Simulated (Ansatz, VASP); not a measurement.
Two plane-wave programs on TaI3

```
Ta I
1.0
     8.20244    0.00000    0.00000
     0.00000    8.20244    0.00000
     0.00000    0.00000    5.80000
Ta I
2 6
Direct
  0.50000 0.50000 0.00000
  0.00000 0.00000 0.00000
  0.78768 0.28768 0.00000
  0.71232 0.78768 0.00000
  0.50000 0.50000 0.50000
  0.21232 0.71232 0.00000
  0.28768 0.21232 0.00000
  0.00000 0.00000 0.50000
```

Alike in both runs: task single point; functional PBE; k mesh 2 × 2 × 4; occupations gaussian, width 0.1 eV; no spin polarisation.

|  | VASP | Ansatz |
| --- | --- | --- |
| version | VASP 6.6.1 | Ansatz 0.2.0 |
| potentials or method | VASP PAW PBE potentials, release 64 (Ta_pv, I), cutoff 520 eV | scalar-relativistic, plane waves, PAW |
| valence electrons in the cell | 64 | 128 |

Ansatz gave:

| Property | Result |
| --- | --- |
| gap on the k mesh at the Fermi level (eV) | none |
| pressure (GPa) | -3.1 |
| traceless stress, the component that is largest in VASP (GPa) | 0.06 |
| rms of the force components (eV/Å) | 0.043 |

Problem. Estimate VASP's values.

Solution. gap on the k mesh at the Fermi level (eV): none; pressure (GPa): -3.1; traceless stress, the component that is largest in VASP (GPa): 0.06; rms of the force components (eV/Å): 0.042.

Atom by atom the forces differ by 0.001 eV/Å (rms over components). A gap of «none» marks a metal or a gap that the smearing closes. VASP's potentials hold 64 valence electrons a cell and Ansatz's 128, so a difference there can come from the potentials and not from the codes.

The k mesh is coarse, so the values compare programs but aren't converged. Spin-orbit coupling is off throughout.
